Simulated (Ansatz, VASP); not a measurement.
**ZrNbGe2: VASP beside Ansatz**

File INCAR:

```
SYSTEM = ZrNbGe2
  ALGO = Normal
  EDIFF = 1E-7
  ENCUT = 520
  GGA = PE
  ISIF = 2
  ISMEAR = 0
  LASPH = .True.
  LCHARG = .False.
  LREAL = .False.
  LWAVE = .False.
  NBANDS = 34
  NELM = 80
  PREC = Accurate
  SIGMA = 0.1
```

KPOINTS

```
k-points
0
Gamma
  6 6 4
  0 0 0
```

The input POSCAR:

```
ZrNbGe2
1.0
    3.7086829800      0.0000000000      0.0000000000
   -1.8543414900      3.2118136800      0.0000000000
    0.0000000000      0.0000000000      6.7592779000
Zr Nb Ge
1 1 2
Direct
    0.0000000000      0.0000000000      0.1253528600
    0.0000000000      0.0000000000      0.5991017600
    0.3333333300      0.6666666700      0.9206256600
    0.6666666700      0.3333333300      0.9206256600
```

Input for Ansatz:

```yaml
crystal:
  lattice:
    - [3.70868298, 0.0, 0.0]
    - [-1.85434149, 3.21181368, 0.0]
    - [0.0, 0.0, 6.7592779]
  atoms:
    - { symbol: Zr, position: [0.0, 0.0, 0.12535286] }
    - { symbol: Nb, position: [0.0, 0.0, 0.59910176] }
    - { symbol: Ge, position: [0.33333333, 0.66666667, 0.92062566] }
    - { symbol: Ge, position: [0.66666667, 0.33333333, 0.92062566] }
basis:
  ecutwfc: 420
kpoints:
  mp_grid: { grid: [6, 6, 4] }
hamiltonian:
  xc: pbe
scf:
  occupations: { method: gaussian, width: 0.1 }
  lower_state_search: "off"
output:
  forces: true
  stress: true
  eigenvalues: true
```

Alike in both runs: task single point; functional PBE; k mesh 6 × 6 × 4; occupations gaussian, width 0.1 eV; no spin polarisation.

```csv
,VASP,Ansatz
version,VASP 6.6.1,Ansatz 0.2.0
potentials or method,"VASP PAW PBE potentials, release 64 (Zr_sv, Nb_sv, Ge_d), cutoff 520 eV","scalar-relativistic, plane waves, PAW"
valence electrons in the cell,53,53
```

Ansatz gave:

* gap on the k mesh at the Fermi level (eV): none
* pressure (GPa): 25.0
* traceless stress, the component that is largest in VASP (GPa): -28.23
* rms of the force components (eV/Å): 2.377

Question: Which values does VASP return?

Answer: gap on the k mesh at the Fermi level (eV): none; pressure (GPa): 25.1; traceless stress, the component that is largest in VASP (GPa): -28.26; rms of the force components (eV/Å): 2.392.

Atom by atom the forces differ by 0.015 eV/Å (rms over components). A gap of «none» marks a metal or a gap that the smearing closes. The functional is the same, so the differences come from potentials, cutoffs and numerics.
